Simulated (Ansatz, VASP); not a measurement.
**SnC2 in VASP and in Ansatz**

```xyz
6
Lattice="5.2194 0.0000 0.0000 0.0000 5.2194 0.0000 0.0000 0.0000 7.0335" Properties=species:S:1:pos:R:3 pbc="T T T"
Sn    2.6097    2.6097    6.3261
Sn    2.6097    2.6097    2.1269
C     0.6268    2.6097    0.7097
C     4.5926    2.6097    0.7097
C     2.6097    0.6268    0.7097
C     2.6097    4.5926    0.7097
```

Alike in both runs: functional PBE; k mesh 4 × 4 × 3; occupations gaussian, width 0.2 eV; no spin polarisation.

Ansatz relaxed the structure, and its values are those at the end. VASP's run is a single point on that final structure, the one shown.

```csv
,VASP,Ansatz
version,VASP 6.6.1,Ansatz 0.2.0
potentials or method,"VASP PAW PBE potentials, release 64 (Sn_d, C), cutoff 600 eV","scalar-relativistic, plane waves, PAW"
valence electrons in the cell,44,44
```

```tsv
	VASP	Ansatz	Ansatz less VASP
gap on the k mesh at the Fermi level (eV)	0.92	0.92	+0.001
least direct gap on the mesh (eV)	0.92	0.92	+0.001
pressure (GPa)	0.0	0.0	-0.01
rms of the force components (eV/Å)	0.034	0.018	-0.0166
```
